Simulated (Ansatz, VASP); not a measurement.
## Ag: VASP beside Ansatz

```
Ag
1.0
    -1.61038    1.65353    1.61816
     1.65931   -1.66055    1.67410
     1.63933    1.68950   -1.62517
Ag
1
Cartesian
  0.0000 0.0000 0.0000
```

Change from the starting cell: cell sheared at random, sigma 0.01, atoms nudged by 0.01 Å.

Alike in both runs: task single point; functional B3LYP; k mesh 6 × 6 × 6; occupations fermi-dirac, width 0.05 eV; no spin polarisation.

|  | VASP | Ansatz |
| --- | --- | --- |
| version | VASP 6.6.1 | Ansatz 0.2.0 |
| potentials or method | VASP PAW PBE potentials, release 64 (Ag) | Ansatz PAW |
| plane-wave cutoff (eV) | 400 | 420 |
| valence electrons in the cell | 11 | 19 |

Ansatz gave:

```
gap on the k mesh at the Fermi level (eV)                     : none
pressure (GPa)                                                : 4.8
traceless stress, the component that is largest in VASP (GPa) : 3.37
```

**Question.** Estimate VASP's values.

**Answer.** gap on the k mesh at the Fermi level (eV): none; pressure (GPa): 4.3; traceless stress, the component that is largest in VASP (GPa): 2.84.

VASP's potentials were made for PBE, not for B3LYP. A gap of «none» marks a metal or a gap that the smearing closes. VASP's potentials hold 11 valence electrons a cell and Ansatz's 19, so a difference there can come from the potentials and not from the codes.

The k mesh is coarse, so the values compare programs but aren't converged.
